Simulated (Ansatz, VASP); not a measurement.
Two plane-wave programs on BiS3

```
Bi S
1.0
     5.81761    0.00000    0.00000
    -2.90881    5.03820    0.00000
     0.00000    0.00000    5.57379
Bi S
2 6
Cartesian
  0.0000 3.3588 1.3934
  2.9088 1.6794 4.1803
  2.9088 3.2693 1.3934
  -1.3769 4.1538 4.1803
  1.5319 0.8844 1.3934
  0.0000 1.7689 4.1803
  4.2857 0.8844 1.3934
  1.3769 4.1538 4.1803
```

Alike in both runs: task relaxation of cell and atoms; functional PBE; k mesh 6 × 6 × 8; occupations gaussian, width 0.1 eV; no spin polarisation.

|  | VASP | Ansatz |
| --- | --- | --- |
| version | VASP 6.6.1 | Ansatz 0.2.0 |
| potentials or method | VASP PAW PBE potentials, release 64 (Bi_d, S), cutoff 600 eV | scalar-relativistic, plane waves, PAW |
| valence electrons in the cell | 66 | 66 |

```tsv
	VASP	Ansatz	Ansatz less VASP
gap on the k mesh at the Fermi level, each at its own relaxed structure (eV)	none	none	-
relaxed volume (Å³/atom)	20.75	20.78	+0.024
relaxed length of the cell vector where the two differ most in proportion (Å)	5.807	5.810	+0.0037
```

A gap of «none» marks a metal or a gap that the smearing closes.

Neither program's run includes spin-orbit coupling.
